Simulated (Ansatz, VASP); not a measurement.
## BaTiO3 in VASP and in Ansatz

```
CELL_PARAMETERS angstrom
4.05977 0.00000 0.00000
0.02152 4.05971 0.00000
0.00000 0.00000 25.21637
ATOMIC_POSITIONS crystal
O 0.51070 0.02690 0.30106
O 0.02690 0.51070 0.30106
O 0.50361 0.50361 0.38053
O 0.50101 0.01359 0.46036
O 0.01359 0.50101 0.46036
O 0.50200 0.50200 0.53936
O 0.49873 0.00738 0.62040
O 0.00738 0.49873 0.62040
O 0.50383 0.50383 0.69659
Ti 0.47066 0.47066 0.30608
Ti 0.46799 0.46799 0.46136
Ti 0.47213 0.47213 0.62125
Ba 0.98731 0.98731 0.37622
Ba 0.98354 0.98354 0.53788
Ba 0.98040 0.98040 0.69409
```

Alike in both runs: functional PBE; k mesh 7 × 7 × 1; occupations gaussian, width 0.05 eV; no spin polarisation.

Ansatz relaxed the structure, and its values are those at the end. VASP's run is a single point on that final structure, the one shown.

|  | VASP | Ansatz |
| --- | --- | --- |
| version | VASP 6.6.1 | Ansatz 0.2.0 |
| potentials or method | VASP PAW PBE potentials, release 64 (O, Ti_sv, Ba_sv), cutoff 520 eV | scalar-relativistic, plane waves, PAW |
| valence electrons in the cell | 120 | 120 |

Ansatz gave:

* gap on the k mesh at the Fermi level (eV): 1.43
* least direct gap on the mesh (eV): 2.34
* rms of the force components (eV/Å): 0.007

Q: What did VASP give for the same quantities?

A: gap on the k mesh at the Fermi level (eV): 1.37; least direct gap on the mesh (eV): 2.29; rms of the force components (eV/Å): 0.056.

Ansatz's warnings: vacuum density over bound.

Spin-orbit coupling is off throughout.
